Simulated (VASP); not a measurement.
A run of VASP 6.6.1 is set up as follows.

Contents of INCAR:

```
ALGO = Normal ; EDIFF = 1E-7
ENCUT = 520 ; GGA = PE
ISIF = 2 ; ISMEAR = 0
ISPIN = 2 ; LASPH = True
LCHARG = True ; LELF = True
LMAXMIX = 4 ; LORBIT = 11
LREAL = False ; LVHAR = True
LWAVE = False ; MAGMOM = 2.73 0.35
NBANDS = 18 ; NELM = 150
PREC = Accurate ; SIGMA = 0.1
```

The input KPOINTS:

```
k-points
0
Gamma
  20 20 20
```

Contents of POSCAR:

```
CoO
1.0
   -1.4876439270      1.4876439270      2.1003515183
    1.4876439270     -1.4876439270      2.1003515183
    1.4876439270      1.4876439270     -2.1003515183
Co O
1 1
Direct
    0.0000000000      0.0000000000      0.0000000000
    0.5000000000      0.5000000000      0.0000000000
```

Potentials or basis: VASP PAW PBE potentials, release 64 (Co, O).

Run with:

```bash
$ cat potpaw_PBE.64/Co/POTCAR potpaw_PBE.64/O/POTCAR > POTCAR
$ mpirun -np 1 vasp_std > vasp.out
```

Q: What does it give for the pressure?

A: 4.3 GPa.

Q: Predict the site moments.

A: Co +2.46; O +0.26 μB.

Q: Estimate the net moment.

A: 2.77 μB per cell.

Caveat: the cell stands under pressure; a cell with one magnetic atom can't hold antiferromagnetic order, which such compounds often take.
